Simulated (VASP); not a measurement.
Ta3N: density of states with PBE+U

Ta3N:

```xyz
4
Lattice="3.0322 0.0000 0.0000 -1.5161 2.6260 0.0000 0.0000 0.0000 7.5241" Properties=species:S:1:pos:R:3 pbc="T T T"
Ta    1.5161    0.8753    6.2155
Ta    0.0000    1.7507    1.3087
Ta    0.0000    0.0000    3.7621
N     0.0000    0.0000    0.0000
```

```json
{
 "Program": "VASP 6.6.1",
 "Task": "density of states",
 "Functional": "PBE",
 "Potentials or basis": "VASP PAW PBE potentials, release 64 (Ta_pv, N)",
 "Cutoff": "520 eV",
 "k mesh": "10 × 10 × 4",
 "Occupations": "fermi-dirac, width 0.05 eV",
 "Spin": "no spin polarisation",
 "Hubbard terms": "Ta d U = 2.0 eV",
 "Dipole correction": "no",
 "k mesh for the DOS": "15 × 15 × 6",
 "Occupations for the DOS": "tetrahedron",
 "Further INCAR settings": "ALGO = Normal; EDIFF = 1e-06"
}
```

The valence electrons inside the program's atomic spheres are Ta 8.84, 8.70; N 3.78.

Levels at points of the mesh, in eV from the Fermi level:
```
           k point  band 16  band 17  band 18  band 19  band 20  band 21  band 22  band 23
(0.00, 0.00, 0.00)    -1.61    -0.40    -0.40    -0.29     0.36     0.36     0.91     1.91
(0.00, 0.00, 0.50)    -1.33    -1.16    -0.19    -0.19     0.61     0.61     1.20     1.38
```

Eigenvalues of the final occupation matrices:
| site | spin | trace | eigenvalues |
| --- | --- | --- | --- |
| site 1 d | 1 | 1.17 | 0.21 0.21 0.24 0.24 0.25 |
| site 1 d | 2 | 1.17 | 0.21 0.21 0.24 0.24 0.25 |
| site 2 d | 1 | 1.17 | 0.21 0.21 0.24 0.24 0.25 |
| site 2 d | 2 | 1.17 | 0.21 0.21 0.24 0.24 0.25 |
| site 3 d | 1 | 1.08 | 0.15 0.15 0.25 0.25 0.28 |
| site 3 d | 2 | 1.08 | 0.15 0.15 0.25 0.25 0.28 |

It took 3 min on 1 thread of Intel Xeon 8259CL, with other jobs on the host, peak memory 0.3 GiB.

Caveat: spin-orbit coupling is left out, which moves the levels of the heavy elements; U without spin polarisation on a metal has little footing.
